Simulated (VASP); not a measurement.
The system is BeTe (fl.b).

```
Be Te
1.0
     0.00000    2.81000    2.81000
     2.81000    0.00000    2.81000
     2.81000    2.81000    0.00000
Be Te
1 1
Cartesian
  0.0000 0.0000 0.0000
  1.4050 1.4050 1.4050
```

| Item | Value |
| --- | --- |
| Program | VASP 6.6.1 |
| Task | relaxation of cell and atoms |
| Functional | LDA |
| Potentials or basis | VASP PAW LDA potentials, release 64 (Be, Te) |
| Cutoff | 600 eV |
| k mesh | 8 × 8 × 8 |
| Occupations | gaussian, width 0.02 eV |
| Spin | no spin polarisation |

At the start: pressure -1.9 GPa; volume 22.19 Å³/atom.

**Question.** Where does the relaxation end?

**Answer.** Over 3 steps the energy falls by 4.0 meV/atom and the volume is 21.51 Å³/atom (-3.0 %); space group F-43m (No. 216, to 0.05 Å).

Step by step:
```csv
step,energy change (eV),largest force (eV/Å),pressure (GPa),volume (Å³)
1,0.0000,0.0000,-1.86,44.38
2,-0.0077,0.0000,0.42,42.75
3,-0.0080,0.0000,0.01,43.02
```

Final structure:
```
Be Te
1.0
     0.00000    2.78114    2.78114
     2.78114    0.00000    2.78114
     2.78114    2.78114    0.00000
Be Te
1 1
Direct
  0.00000 0.00000 0.00000
  0.25000 0.25000 0.25000
```
